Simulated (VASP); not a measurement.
# SnTe3 (Fm-3m) in VASP: further runs

The runs below take SnTe3 through single point, with LDA, PBEsol.

Program: VASP 6.6.1. These are calculated values, not measurements. Logs are shortened: lines on timing, memory, paths and dates and some standing lists are left out, and cuts for length are marked.

## Step 1: The cell of the first run

The structure is cubic, space group Fm-3m (No. 225). Conventional cell: a = 7.774 Å, b = 7.774 Å, c = 7.774 Å, α = 90.00°, β = 90.00°, γ = 90.00°. Within 4.4 Å of Te (site symmetry m-3m) lie 8 Te at 3.37 Å and 6 Sn at 3.89 Å. Within 4.4 Å of Te (site symmetry -43m) lie 10 Te at 3.37 to 3.89 Å and 4 Sn at 3.37 Å. Within 4.4 Å of Sn (site symmetry m-3m) lie 14 Te at 3.37 to 3.89 Å.

## Step 2: Single point, LDA (volume scaled by 1.02)

File INCAR:

```
  ALGO = Normal
  EDIFF = 1E-6
  ENCUT = 520
  ISIF = 2
  ISMEAR = -1
  LASPH = T
  LCHARG = F
  LREAL = F
  LWAVE = F
  NBANDS = 24
  NELM = 100
  PREC = Accurate
  SIGMA = 0.05
```

File KPOINTS:

```
k-points
0
Gamma
  6 6 6
```

File POSCAR:

```
SnTe3
1.0
    0.0000000000      3.8867907320      3.8867907320
    3.8867907320      0.0000000000      3.8867907320
    3.8867907320      3.8867907320      0.0000000000
Te Sn
3 1
Direct
    0.5000000000      0.5000000000      0.5000000000
    0.7500000000      0.7500000000      0.7500000000
    0.2500000000      0.2500000000      0.2500000000
    0.0000000000      0.0000000000      0.0000000000
```

Potentials or basis: VASP PAW LDA potentials, release 64 (Te, Sn_d).

The run is started by

```bash
$ cat potpaw_LDA.64/Te/POTCAR potpaw_LDA.64/Sn_d/POTCAR > POTCAR
$ mpirun -np 1 vasp_std > vasp.out
```

OUTCAR:

```text
EDIFF = 1E-6
   ENCUT = 520
   ISIF = 2
   ISMEAR = -1
   LASPH = T
   LREAL = F
   NELM = 100
   PREC = Accurate

 ion  position               nearest neighbor table
   1  0.500  0.500  0.500-   2 3.37   3 3.37   3 3.37   3 3.37   3 3.37   2 3.37   2 3.37   2 3.37

   2  0.750  0.750  0.750-   1 3.37   4 3.37   1 3.37   1 3.37   1 3.37   4 3.37   4 3.37   4 3.37

   3  0.250  0.250  0.250-   1 3.37   4 3.37   4 3.37   4 3.37   4 3.37   1 3.37   1 3.37   1 3.37

   4  0.000  0.000  0.000-   2 3.37   3 3.37   2 3.37   2 3.37   2 3.37   3 3.37   3 3.37   3 3.37

  LATTYP: Found a face centered cubic cell.
 ALAT       =     7.7735814640

  Lattice vectors:

 A1 = (   0.0000000000,   3.8867907320,   3.8867907320)
 A2 = (   3.8867907320,   0.0000000000,   3.8867907320)
 A3 = (   3.8867907320,   3.8867907320,   0.0000000000)

Analysis of symmetry for initial positions (statically):
=====================================================================
 Subroutine PRICEL returns:
 Original cell was already a primitive cell.

 Routine SETGRP: Setting up the symmetry group for a
 face centered cubic supercell.

 Subroutine GETGRP returns: Found 48 space group operations
 (whereof 48 operations were pure point group operations)
 out of a pool of 48 trial point group operations.

The static configuration has the point symmetry O_h .

Analysis of symmetry for dynamics (positions and initial velocities):
=====================================================================
 Subroutine PRICEL returns:
 Original cell was already a primitive cell.

 Routine SETGRP: Setting up the symmetry group for a
 face centered cubic supercell.

 Subroutine GETGRP returns: Found 48 space group operations
 (whereof 48 operations were pure point group operations)
 out of a pool of 48 trial point group operations.

The dynamic configuration has the point symmetry O_h .

 Subroutine INISYM returns: Found 48 space group operations
 (whereof 48 operations are pure point group operations),
 and found     1 'primitive' translations

----------------------------------------------------------------------------------------

                                     Primitive cell

  volume of cell :     117.4366

  direct lattice vectors                    reciprocal lattice vectors
[... 78 lines left out ...]
   LSORBIT =      F    spin-orbit coupling
   LASPH  =      T    aspherical Exc in radial PAW
   ENCUT  =  520.0 eV  38.22 Ry    6.18 a.u.  10.22 10.22 10.22*2*pi/ulx,y,z
   NELM   =    100;   NELMIN=  2; NELMDL= -5     # of ELM steps
   EDIFF  = 0.1E-05   stopping-criterion for ELM
   LREAL  =      F    real-space projection
   EDIFFG = 0.1E-04   stopping-criterion for IOM
   NSW    =      0    number of steps for IOM
   IBRION =     -1    ionic relax: 0-MD 1-quasi-New 2-CG
   NFREE  =      0    steps in history (QN), initial steepest desc. (CG)
   ISIF   =      2    stress and relaxation
   ISYM   =      2    0-nonsym 1-usesym 2-fastsym
   POTIM  = 0.5000    time-step for ionic-motion
   TEBEG  =    0.0;   TEEND  =   0.0 temperature during run
   PSTRESS=    0.0 pullay stress
   NELECT =      32.0000    total number of electrons
   NUPDOWN=      -1.0000    fix difference up-down
   EMIN   =  10.00;   EMAX   =-10.00  energy-range for DOS
   EFERMI =   0.00;   METHOD = LEGACY
   ISMEAR =    -1;   SIGMA  =   0.05  broadening in eV -4-tet -1-fermi 0-gaus
   EFERMI_NEDOS =   21; number of points for ismear=-14 and -15
   IALGO  =     38    algorithm
   IMIX   =      4    mixing-type and parameters
     AMIX     =   0.40;   BMIX     =  1.00
     AMIX_MAG =   1.60;   BMIX_MAG =  1.00
  volume/ion in A,a.u.               =      29.36       198.13
  Fermi-wavevector in a.u.,A,eV,Ry     =   1.061346  2.005653 15.326356  1.126455
  Thomas-Fermi vector in A             =   2.196759
   LORBIT       =      0    0 simple, 1 ext, 2 COOP (PROOUT), +10 PAW based schemes
   GGA     = CA    functional components
   LHFCALC =     F    Hartree Fock is set to
   AEXX    =    0.0000 exact exchange contribution
   IVDW    =     0    specifies the selected vdW correction
   LEPSILON=     F    determine dielectric tensor
   LRPA    =     F    only Hartree local field effects (RPA)
 non-spin polarized calculation
  energy-cutoff  :      520.00
  volume of cell :      117.44
 maximum number of plane-waves:      3178
 NGX is ok and might be reduce to    42
   NGX = 21   NGY = 21   NGZ = 21

 number of electron      32.0000003 magnetization

 Free energy of the ion-electron system (eV)
  ---------------------------------------------------
  ext. energy  EPLUGINS =         0.00000000
  ---------------------------------------------------
  free energy    TOTEN  =       -15.30492720 eV

  energy without entropy =      -15.27442023  energy(sigma->0) =      -15.28967372

 E-fermi :   7.2660     XC(G=0): -10.1273

 val. band max:        7.2457961632   @ k =   0.3333   0.0000   0.0000
 cond. band min:       7.3178189921   @ k =   0.5000   0.5000   0.0000
 fundamental gap:      0.0720228289
 Fermi energy:         7.2659661750

 k-point     1 :       0.0000    0.0000    0.0000
  band No.  band energies     occupation
      1     -14.2233      2.00000
      2     -14.2233      2.00000
      3     -14.2233      2.00000
      4     -14.2190      2.00000
      5     -14.2190      2.00000
      6      -6.0447      2.00000
[... 421 lines left out ...]
     23      13.6753      0.00000
     24      13.8985      0.00000

------------------------ aborting loop because EDIFF is reached ----------------------------------------

  FORCE on cell =-STRESS in cart. coord.  units (eV):
  Direction    XX          YY          ZZ          XY          YZ          ZX
  --------------------------------------------------------------------------------------
  -------------------------------------------------------------------------------------
  Total       -3.3678720     -3.3678720     -3.3678720      0.0000000      0.0000000     -0.0000000
  in kB      -45.9475850    -45.9475850    -45.9475850      0.0000000      0.0000000     -0.0000000
  external PRESSURE =     -45.9475850 kB  Pullay stress =       0.0000000 kB

 VOLUME and BASIS-vectors are now :
 -----------------------------------------------------------------------------
  energy-cutoff  :      520.00
  volume of cell :      117.44
      direct lattice vectors                 reciprocal lattice vectors
     0.000000000  3.886790732  3.886790732    -0.128640834  0.128640834  0.128640834
     3.886790732  0.000000000  3.886790732     0.128640834 -0.128640834  0.128640834
     3.886790732  3.886790732  0.000000000     0.128640834  0.128640834 -0.128640834

 POSITION                                       TOTAL-FORCE (eV/Angst)
 -----------------------------------------------------------------------------------
      3.88679      3.88679      3.88679        -0.000000      0.000000      0.000000
      5.83019      5.83019      5.83019         0.000000     -0.000000     -0.000000
      1.94340      1.94340      1.94340        -0.000000     -0.000000      0.000000
      0.00000      0.00000      0.00000        -0.000000      0.000000      0.000000
 -----------------------------------------------------------------------------------
    total drift:                               -0.000000      0.000000      0.000000

  FREE ENERGIE OF THE ION-ELECTRON SYSTEM (eV)
  ---------------------------------------------------
  free  energy   TOTEN  =       -15.3049272022 eV

  energy  without entropy=      -15.2744202288  energy(sigma->0) =      -15.28967372
```

OSZICAR:

```text
N       E                     dE             d eps       ncg     rms          rms(c)
DAV:   1     0.224436671050E+03    0.22444E+03   -0.13003E+04   776   0.132E+03
DAV:   2     0.101001879906E+02   -0.21434E+03   -0.20326E+03   792   0.352E+02
DAV:   3    -0.143725056208E+02   -0.24473E+02   -0.23497E+02   944   0.105E+02
DAV:   4    -0.153475039322E+02   -0.97500E+00   -0.97068E+00   928   0.215E+01
DAV:   5    -0.153867192566E+02   -0.39215E-01   -0.39214E-01  1184   0.471E+00    0.942E+00
DAV:   6    -0.153110208505E+02    0.75698E-01   -0.13462E-01  1008   0.238E+00    0.595E+00
DAV:   7    -0.153056271274E+02    0.53937E-02   -0.45504E-02   984   0.118E+00    0.204E+00
DAV:   8    -0.153050840750E+02    0.54305E-03   -0.51418E-03   904   0.353E-01    0.392E-01
DAV:   9    -0.153049568984E+02    0.12718E-03   -0.74543E-04  1040   0.211E-01    0.249E-01
DAV:  10    -0.153049335664E+02    0.23332E-04   -0.12821E-04   976   0.805E-02    0.609E-02
DAV:  11    -0.153049278378E+02    0.57286E-05   -0.27673E-05   992   0.568E-02    0.469E-02
DAV:  12    -0.153049272022E+02    0.63558E-06   -0.20106E-06   776   0.866E-03
   1 F= -.15304927E+02 E0= -.15289674E+02  d E =-.305070E-01
```

stdout:

```text
POSCAR found type information on POSCAR TeSn
 POSCAR found :  2 types and       4 ions
 scaLAPACK will be used
 LDA part: xc-table for (Slater(with rela. corr.)+CA(PZ))
 , standard interpolation
 POSCAR, INCAR and KPOINTS ok, starting setup
 FFT: planning ... GRIDC
 FFT: planning ... GRID_SOFT
 FFT: planning ... GRID
 WAVECAR not read
 entering main loop
```

Run time: 73 s. Hardware: 1 thread of AMD EPYC 7R13, shared host; peak memory 0.2 GiB.

Results:

```yaml
Free_energy: -15.3049 eV
Pressure: -4.6 GPa
Band_gap_on_the_k_mesh: zero (band 16 reaches 7.67 eV, above the bottom of band 17 at 5.51 eV)
```

Caveat: the cell differs from its parent crystal (volume scaled by 1.02); spin-orbit coupling is left out, which moves the levels of the heavy elements.

## Step 3: Single point, LDA (volume scaled by 1.04)

File INCAR:

```
PREC = Accurate
ENCUT = 520
EDIFF = 1E-6
ISMEAR = -1
SIGMA = 0.05
LREAL = False
LASPH = True
NELM = 80
ALGO = Normal
ISIF = 2
LWAVE = False
LCHARG = False
NBANDS = 24
```

File KPOINTS:

```
Automatic mesh
0
Gamma
  6 6 6
```

File POSCAR:

```
SnTe3
1.0
    0.0000000000      3.9120303401      3.9120303401
    3.9120303401      0.0000000000      3.9120303401
    3.9120303401      3.9120303401      0.0000000000
Te Sn
3 1
Direct
    0.5000000000      0.5000000000      0.5000000000
    0.7500000000      0.7500000000      0.7500000000
    0.2500000000      0.2500000000      0.2500000000
    0.0000000000      0.0000000000      0.0000000000
```

Potentials or basis: VASP PAW LDA potentials, release 64 (Te, Sn_d).

The run is started by

```bash
$ cat potpaw_LDA.64/Te/POTCAR potpaw_LDA.64/Sn_d/POTCAR > POTCAR
$ mpirun -np 1 vasp_std > vasp.out
```

OUTCAR:

```text
PREC = Accurate
   ENCUT = 520
   EDIFF = 1E-6
   ISMEAR = -1
   LREAL = False
   LASPH = True
   NELM = 80
   ISIF = 2

 ion  position               nearest neighbor table
   1  0.500  0.500  0.500-   3 3.39   3 3.39   3 3.39   2 3.39   3 3.39   2 3.39   2 3.39   2 3.39

   2  0.750  0.750  0.750-   1 3.39   1 3.39   1 3.39   1 3.39   4 3.39   4 3.39   4 3.39   4 3.39

   3  0.250  0.250  0.250-   4 3.39   4 3.39   4 3.39   1 3.39   4 3.39   1 3.39   1 3.39   1 3.39

   4  0.000  0.000  0.000-   2 3.39   2 3.39   2 3.39   2 3.39   3 3.39   3 3.39   3 3.39   3 3.39

  LATTYP: Found a face centered cubic cell.
 ALAT       =     7.8240606802

  Lattice vectors:

 A1 = (   0.0000000000,   3.9120303401,   3.9120303401)
 A2 = (   3.9120303401,   0.0000000000,   3.9120303401)
 A3 = (   3.9120303401,   3.9120303401,   0.0000000000)

Analysis of symmetry for initial positions (statically):
=====================================================================
 Subroutine PRICEL returns:
 Original cell was already a primitive cell.

 Routine SETGRP: Setting up the symmetry group for a
 face centered cubic supercell.

 Subroutine GETGRP returns: Found 48 space group operations
 (whereof 48 operations were pure point group operations)
 out of a pool of 48 trial point group operations.
[... 161 lines left out ...]
 cond. band min:       7.0570589243   @ k =   0.5000   0.5000   0.0000
 fundamental gap:      0.0809492440
 Fermi energy:         7.0073973393

 k-point     1 :       0.0000    0.0000    0.0000
  band No.  band energies     occupation
      1     -14.4819      2.00000
      2     -14.4819      2.00000
      3     -14.4819      2.00000
      4     -14.4782      2.00000
      5     -14.4782      2.00000
      6      -6.1586      2.00000
[... 421 lines left out ...]
     23      13.3828      0.00000
     24      13.6300      0.00000

------------------------ aborting loop because EDIFF is reached ----------------------------------------

  FORCE on cell =-STRESS in cart. coord.  units (eV):
  Direction    XX          YY          ZZ          XY          YZ          ZX
  --------------------------------------------------------------------------------------
  -------------------------------------------------------------------------------------
  Total       -3.9795342     -3.9795342     -3.9795342      0.0000000      0.0000000     -0.0000000
  in kB      -53.2483539    -53.2483539    -53.2483539      0.0000000      0.0000000     -0.0000000
  external PRESSURE =     -53.2483539 kB  Pullay stress =       0.0000000 kB

 VOLUME and BASIS-vectors are now :
 -----------------------------------------------------------------------------
  energy-cutoff  :      520.00
  volume of cell :      119.74
      direct lattice vectors                 reciprocal lattice vectors
     0.000000000  3.912030340  3.912030340    -0.127810870  0.127810870  0.127810870
     3.912030340  0.000000000  3.912030340     0.127810870 -0.127810870  0.127810870
     3.912030340  3.912030340  0.000000000     0.127810870  0.127810870 -0.127810870

 POSITION                                       TOTAL-FORCE (eV/Angst)
 -----------------------------------------------------------------------------------
      3.91203      3.91203      3.91203         0.000000      0.000000      0.000000
      5.86805      5.86805      5.86805        -0.000000      0.000000      0.000000
      1.95602      1.95602      1.95602         0.000000     -0.000000     -0.000000
      0.00000      0.00000      0.00000         0.000000      0.000000      0.000000
 -----------------------------------------------------------------------------------
    total drift:                               -0.000000      0.000000      0.000000

  FREE ENERGIE OF THE ION-ELECTRON SYSTEM (eV)
  ---------------------------------------------------
  free  energy   TOTEN  =       -15.2338766068 eV

  energy  without entropy=      -15.2045963312  energy(sigma->0) =      -15.21923647
```

It took 93 s on 1 thread of AMD EPYC 7R13, shared host; peak memory 0.2 GiB.

What came out:

| Item | Value |
| --- | --- |
| Free energy | -15.2339 eV |
| Pressure | -5.3 GPa |
| Band gap on the k mesh | zero (band 16 reaches 7.41 eV, above the bottom of band 17 at 5.31 eV) |

Caveat: the cell differs from its parent crystal (volume scaled by 1.04); spin-orbit coupling is left out, which moves the levels of the heavy elements.

## Step 4: Single point, LDA (volume scaled by 1.06)

File INCAR:

```
PREC = Accurate ; ENCUT = 520
EDIFF = 1E-6 ; ISMEAR = -1
SIGMA = 0.05 ; LREAL = F
LASPH = T ; NELM = 60
ALGO = Normal ; ISIF = 2
LWAVE = F ; LCHARG = T
GGA = CA ; LELF = T
LVHAR = T ; NBANDS = 24
```

File KPOINTS:

```
regular mesh
0
Gamma
  6 6 6
```

File POSCAR:

```
SnTe3
1.0
    0.0000000000      3.9369484026      3.9369484026
    3.9369484026      0.0000000000      3.9369484026
    3.9369484026      3.9369484026      0.0000000000
Te Sn
3 1
Direct
    0.5000000000      0.5000000000      0.5000000000
    0.7500000000      0.7500000000      0.7500000000
    0.2500000000      0.2500000000      0.2500000000
    0.0000000000      0.0000000000      0.0000000000
```

The run is started by

```bash
$ cat potpaw_LDA.64/Te/POTCAR potpaw_LDA.64/Sn_d/POTCAR > POTCAR
$ mpirun -np 1 vasp_std > vasp.out
```

It took 95 s on 1 thread of AMD EPYC 7R13, shared host; peak memory 0.2 GiB.

Results (log left out):

```
Free energy            : -15.1530 eV
Pressure               : -6.0 GPa
Band gap on the k mesh : zero (band 16 reaches 7.16 eV, above the bottom of band 17 at 5.12 eV)
```

Levels at points of the mesh, in eV from the Fermi level:
| k point | band 13 | band 14 | band 15 | band 16 | band 17 | band 18 | band 19 | band 20 |
| --- | --- | --- | --- | --- | --- | --- | --- | --- |
| (0.00, 0.00, 0.00) | -2.99 | -2.99 | -2.99 | -1.64 | -1.64 | -1.64 | 3.33 | 3.33 |
| (0.50, 0.00, 0.00) | -3.11 | -2.00 | -1.86 | 0.41 | 0.41 | 1.12 | 1.83 | 1.83 |
| (0.50, 0.50, 0.00) | -1.03 | -0.50 | -0.50 | 0.05 | 0.19 | 0.19 | 1.97 | 3.12 |

Caveat: the cell differs from its parent crystal (volume scaled by 1.06); spin-orbit coupling is left out, which moves the levels of the heavy elements.

## Step 5: Single point, PBEsol

This run uses another cell than the first one, of 20.74 Å³/atom, 0.706 times its volume.

File INCAR:

```
SYSTEM = SnTe3
PREC = Accurate ; ENCUT = 520
EDIFF = 1E-6 ; ISMEAR = -1
SIGMA = 0.05 ; LREAL = .FALSE.
LASPH = .TRUE. ; NELM = 80
ALGO = Normal ; ISIF = 2
LWAVE = .FALSE. ; LCHARG = .TRUE.
GGA = PS ; LELF = .TRUE.
LVHAR = .TRUE. ; NBANDS = 24
```

File KPOINTS:

```
regular mesh
0
G
  6 6 6
  0 0 0
```

File POSCAR:

```
SnTe3
1.0
    0.0000000000      3.4616328906      3.4616328906
    3.4616328906      0.0000000000      3.4616328906
    3.4616328906      3.4616328906      0.0000000000
Te Sn
3 1
Direct
    0.5000000000      0.5000000000      0.5000000000
    0.7500000000      0.7500000000      0.7500000000
    0.2500000000      0.2500000000      0.2500000000
    0.0000000000      0.0000000000      0.0000000000
```

Potentials or basis: VASP PAW PBE potentials, release 64 (Te, Sn_d).

The run is started by

```bash
$ cat potpaw_PBE.64/Te/POTCAR potpaw_PBE.64/Sn_d/POTCAR > POTCAR
$ mpirun -np 1 vasp_std > vasp.out
```

Run time: 18 s. Hardware: 1 thread of Intel Xeon Platinum 8488C (Sapphire Rapids), shared host; peak memory 0.21 GiB.

Results (log left out):

```yaml
Free_energy: -12.5758 eV
Pressure: 30.2 GPa
Band_gap_on_the_k_mesh: zero (band 16 reaches 13.01 eV, above the bottom of band 17 at 9.62 eV)
```

Levels at points of the mesh, in eV from the Fermi level:
| k point | band 13 | band 14 | band 15 | band 16 | band 17 | band 18 | band 19 | band 20 |
| --- | --- | --- | --- | --- | --- | --- | --- | --- |
| (0.00, 0.00, 0.00) | -5.01 | -5.01 | -4.48 | -3.10 | -3.10 | -3.10 | 1.80 | 1.80 |
| (0.50, 0.00, 0.00) | -5.35 | -2.08 | -2.00 | 0.28 | 0.28 | 1.38 | 1.38 | 2.47 |
| (0.50, 0.50, 0.00) | -0.87 | -0.87 | -0.19 | 0.07 | 0.07 | 0.19 | 2.71 | 3.86 |

Caveat: the PAW data sets were made with another functional, which shifts forces and pressure a little; spin-orbit coupling is left out, which moves the levels of the heavy elements.

(Continued in part 2 of 2.)
